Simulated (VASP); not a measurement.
Set up this calculation in VASP 6.6.1, as the native input.

| Property | Result |
| --- | --- |
| Task | single point |
| Functional | PBE |
| Potentials or basis | VASP PAW PBE potentials, release 64 (Mo_sv, Rh_pv) |
| Cutoff | 500 eV |
| k mesh | 4 × 4 × 2 |
| Occupations | gaussian, width 0.2 eV |
| Spin | no spin polarisation |
| Dipole correction | no |
| Further INCAR settings | ALGO = Normal; EDIFF = 1e-06; NBANDS = 52 |

The structure of Mo5Rh lies in POSCAR:

```
Mo5Rh
1.0
    4.4394809863     -0.0000000029      0.0000000000
   -2.2197404907      3.8447033152      0.0000000000
    0.0000000000      0.0000000000      5.5484435493
Mo Rh
5 1
Direct
    0.3333333333      0.6666666667      0.2383134884
    0.3333333333      0.6666666667      0.7616865116
    0.6666666667      0.3333333333      0.7616865116
    0.6666666667      0.3333333333      0.2383134884
    0.0000000000      0.0000000000      0.0000000000
    0.0000000000      0.0000000000      0.5000000000
```

The cell was built from a structure type or drawn by symmetry, and may not be a known phase.

One way to write it, as run:

INCAR

```
SYSTEM = Mo5Rh
PREC = Accurate
ENCUT = 500
EDIFF = 1E-6
ISMEAR = 0
SIGMA = 0.2
LREAL = .False.
LASPH = .True.
NELM = 120
ALGO = Normal
ISIF = 2
LWAVE = .False.
LCHARG = .False.
GGA = PE
NBANDS = 52
GGA_COMPAT = .False.
```

KPOINTS

```
Automatic mesh
0
Gamma
  4 4 2
  0 0 0
```

Potentials or basis: VASP PAW PBE potentials, release 64 (Mo_sv, Rh_pv).

Launch:

```console
$ cat potpaw_PBE.64/Mo_sv/POTCAR potpaw_PBE.64/Rh_pv/POTCAR > POTCAR
$ mpirun -np 1 vasp_std > vasp.out
```

It gave:

```json
{
  "Pressure": "0.7 GPa",
  "Largest force": "0.020 eV/Å",
  "Band gap on the k mesh": "zero (an odd number of electrons rules out a gap without spin polarisation)"
}
```

Caveat: the k points lie up to 0.57 Å⁻¹ apart, too coarse for converged energies and pressures of a metal.

Wall time 69 s on 1 thread of Intel Xeon 8259CL, on a shared host, peak memory 0.2 GiB.
